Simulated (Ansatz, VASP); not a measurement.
**Two plane-wave programs on ZnO**

```
Zn O
1.0
     3.23516    0.00000    0.00000
    -1.61758    2.80173    0.00000
     0.00000    0.00000    5.21108
Zn O
2 2
Direct
  0.33333 0.66667 0.99214
  0.66667 0.33333 0.49214
  0.33333 0.66667 0.38986
  0.66667 0.33333 0.88986
```

Change from the starting cell: polar distortion scaled by 0.85.

Alike in both runs: task single point; functional r2SCAN; k mesh 12 × 12 × 8; no spin polarisation.

```csv
,VASP,Ansatz
version,VASP 6.6.1,Ansatz 0.2.0
potentials or method,"VASP PAW PBE potentials, release 64 (Zn, O), cutoff 520 eV","scalar-relativistic, plane waves, PAW"
occupations,"gaussian, width 0.01 eV",fixed
valence electrons in the cell,36,36
```

|  | VASP | Ansatz | Ansatz less VASP |
| --- | --- | --- | --- |
| gap on the k mesh at the Fermi level (eV) | 1.23 | 1.23 | -0.001 |
| least direct gap on the mesh (eV) | 1.23 | 1.23 | -0.001 |
| pressure (GPa) | 1.6 | 0.6 | -0.99 |
| traceless stress, the component that is largest in VASP (GPa) | -5.01 | -4.58 | +0.428 |
| rms of the force components (eV/Å) | 0.284 | 0.258 | -0.0258 |

VASP's potentials were made for PBE, not for r2SCAN. Atom by atom the forces differ by 0.026 eV/Å (rms over components).
